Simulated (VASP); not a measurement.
Input of a VASP 6.6.1 run:

INCAR

```
SYSTEM = Sn
ALGO = Normal
EDIFF = 1E-6
ENCUT = 520
GGA = PE
ISIF = 2
ISMEAR = 1
LASPH = .True.
LCHARG = .False.
LREAL = .False.
LWAVE = .False.
NBANDS = 21
NELM = 100
PREC = Accurate
SIGMA = 0.1
```

The input KPOINTS:

```
k-points
0
Gamma
  8 8 8
  0 0 0
```

POSCAR

```
Sn
1.0
    0.0000000000      3.2333430000      3.2333430000
    3.2333430000      0.0000000000      3.2333430000
    3.2333430000      3.2333430000      0.0000000000
Sn
2
Direct
    0.0000000000      0.0000000000      0.0000000000
    0.2500000000      0.2500000000      0.2500000000
```

Potentials or basis: VASP PAW PBE potentials, release 64 (Sn_d).

Command:

```console
$ cat potpaw_PBE.64/Sn_d/POTCAR > POTCAR
$ mpirun -np 1 vasp_std > vasp.out
```

Question: Estimate the band gap on the k mesh.

Answer: Zero (bands 14 and 15 overlap by 0.07 eV).

Question: Predict the pressure.

Answer: 3.7 GPa.

Caveat: the cell stands under pressure; spin-orbit coupling is left out, which moves the levels of the heavy elements.
